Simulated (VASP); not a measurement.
Runs of VASP 6.6.1 on Si2W (AlB2 type). The structure is that of space group P6/mmm (No. 191), or close to it. The cells are those of the table. 

| task | cell | cutoff (eV) | gap on the mesh (eV) | pressure (GPa) |
| --- | --- | --- | --- | --- |
| single point | a = 3.737, b = 3.737, c = 2.360 Å, angles 90.0, 90.0, 120.0°, 3 atoms | 520 | none | (a) |
| relaxation of cell and atoms | relaxed to 170 GPa from a = 3.737, b = 3.737, c = 2.360 Å, angles 90.0, 90.0, 120.0°, 3 atoms | 600 | none | 170.0 |
| relaxation of cell and atoms | relaxed to 170 GPa from a = 3.112, b = 3.112, c = 3.423 Å, angles 90.0, 90.0, 120.0°, 3 atoms | 600 | none | 170.1 |
| single point | a = 3.737, b = 3.737, c = 2.359 Å, angles 90.0, 90.0, 120.0°, 3 atoms | 520 | none | 171.9 |

Alike in all rows: level PBE; potentials or basis VASP PAW PBE potentials, release 64 (W_sv, Si); no spin polarisation; k mesh 10 × 10 × 8; smearing fermi-dirac 0.05 eV.

Q: Fill in the values left out.

A: (a) 171.2.

Caveats: spin-orbit coupling is left out, which moves the levels of the heavy elements; the cell is relaxed towards a set pressure, so the enthalpy falls and the energy may rise (some runs).

A k mesh can miss the band edges, and the runs leave out spin-orbit coupling on W.

A gap of «none» marks levels without a gap at the run's occupations.
